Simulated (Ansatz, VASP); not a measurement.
# Two plane-wave programs on MnO2

```
Mn O
1.0
     2.85658    0.00000    0.00000
    -1.42829    2.47387    0.00000
     0.00000    0.00000    4.60137
Mn O
1 2
Direct
  0.00000 0.00000 0.50000
  0.33333 0.66667 0.70629
  0.66667 0.33333 0.29371
```

Alike in both runs: functional PBE; k mesh 11 × 11 × 6; occupations fermi-dirac, width 0.05 eV; collinear spin.

|  | VASP | Ansatz |
| --- | --- | --- |
| version | VASP 6.6.1 | Ansatz 0.2.0 |
| potentials or method | VASP PAW PBE potentials, release 64 (Mn_pv, O) | Ansatz PAW |
| plane-wave cutoff (eV) | 520 | 420 |
| valence electrons in the cell | 25 | 27 |
| task | single point | band structure |

|  | VASP | Ansatz | Ansatz less VASP |
| --- | --- | --- | --- |
| gap on the k mesh at the Fermi level (eV) | 0.81 | 0.85 | +0.036 |
| least direct gap on the mesh (eV) | 0.87 | 0.90 | +0.036 |
| pressure (GPa) | 5.8 | 4.8 | -1.06 |
| traceless stress, the component that is largest in VASP (GPa) | -0.83 | -0.41 | +0.419 |
| rms of the force components (eV/Å) | 0.146 | 0.103 | -0.0435 |
| net moment per atom (μB) | 1.00 | 1.00 | 0.000 |
| size of the moment on the site where the two differ most (μB) | 2.83 | 2.49 | -0.345 |

Site moments also hang on the region over which each program counts them. Atom by atom the forces differ by 0.044 eV/Å (rms over components). The functional is the same, so the differences come from potentials, cutoffs and numerics. VASP's potentials hold 25 valence electrons a cell and Ansatz's 27, so a difference there can come from the potentials and not from the codes.
